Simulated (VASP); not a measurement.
A run of VASP 6.6.1 is set up as follows.

Contents of INCAR:

```
PREC     = Accurate       # precision mode
ENCUT    = 600            # plane-wave cutoff, eV
EDIFF    = 1E-6           # SCF threshold, eV
ISMEAR   = 0              # smearing method
SIGMA    = 0.1            # smearing width, eV
LREAL    = False          # projectors in reciprocal space
LASPH    = True           # aspherical terms in the spheres
NELM     = 100            # most SCF steps
ALGO     = Normal         # electronic algorithm
ISIF     = 3              # what is computed and relaxed
LWAVE    = False          # write WAVECAR
LCHARG   = False          # write CHGCAR
GGA      = PE             # functional
IBRION   = 2              # ionic algorithm
NSW      = 100            # ionic steps
EDIFFG   = -0.01          # ionic threshold
```

The input KPOINTS:

```
regular mesh
0
Gamma
  12 12 8
```

The input POSCAR:

```
YPdF2
1.0
    3.8561704592      0.0000000000      0.0000000000
   -1.9280852296      3.3395415790      0.0000000000
    0.0000000000      0.0000000000      5.7197190380
Y Pd F
1 1 2
Direct
    0.0000000000      0.0000000000      0.5000000000
    0.0000000000      0.0000000000      0.0000000000
    0.3333333333      0.6666666667      0.5918750475
    0.6666666667      0.3333333333      0.4081249525
```

Potentials or basis: VASP PAW PBE potentials, release 64 (Y_sv, Pd, F).

The run is started by

```bash
$ cat potpaw_PBE.64/Y_sv/POTCAR potpaw_PBE.64/Pd/POTCAR potpaw_PBE.64/F/POTCAR > POTCAR
$ mpirun -np 1 vasp_std > vasp.out
```

Question: Estimate the relaxed volume.

Answer: 18.38 Å³/atom.

Question: Estimate the space group after relaxing (to 0.05 Å).

Answer: P-3m1 (No. 164).

The path:
```tsv
step	energy change (eV)	largest force (eV/Å)	pressure (GPa)	volume (Å³)
1	0.0000	0.0004	-0.07	73.66
2	-0.0001	0.0002	0.00	73.57
3	-0.0002	0.0008	0.04	73.52
```

Caveat: an odd number of electrons without spin polarisation forces a metal; a magnetic or distorted state may lie lower.
